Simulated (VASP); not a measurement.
Crystal: Y.

```
CELL_PARAMETERS angstrom
0.00000 2.73632 2.73632
2.73632 0.00000 2.73632
2.73632 2.73632 0.00000
ATOMIC_POSITIONS crystal
Y 0.00000 0.00000 0.00000
```

| Property | Result |
| --- | --- |
| Program | VASP 6.6.1 |
| Task | relaxation of cell and atoms |
| Functional | PBEsol |
| Potentials or basis | VASP PAW PBE potentials, release 64 (Y_sv) |
| Cutoff | 600 eV |
| k mesh | 14 × 14 × 14 |
| Occupations | gaussian, width 0.1 eV |
| Spin | no spin polarisation |

At the start: pressure -7.5 GPa; volume 40.98 Å³/atom.

Question: How do energy, volume and symmetry change on relaxing?

Answer: Over 3 steps the energy falls by 294.1 meV/atom and the volume is 30.71 Å³/atom (-25.0 %); space group Fm-3m (No. 225, to 0.05 Å).

The path:
| step | energy change (eV) | largest force (eV/Å) | pressure (GPa) | volume (Å³) |
| --- | --- | --- | --- | --- |
| 1 | 0.0000 | 0.0000 | -7.47 | 40.98 |
| 2 | -0.2941 | 0.0000 | 0.07 | 30.66 |
| 3 | -0.2941 | 0.0000 | 0.01 | 30.71 |

Final structure:
```yaml
crystal:
  lattice:
    - [0.00000, 2.48558, 2.48558]
    - [2.48558, 0.00000, 2.48558]
    - [2.48558, 2.48558, 0.00000]
  atoms:
    - { symbol: Y, position: [0.00000, 0.00000, 0.00000] }
```

Caveat: the volume moved by over 15 % at a fixed basis, so the end points are rough; the PAW data sets were made with another functional, which shifts forces and pressure a little.
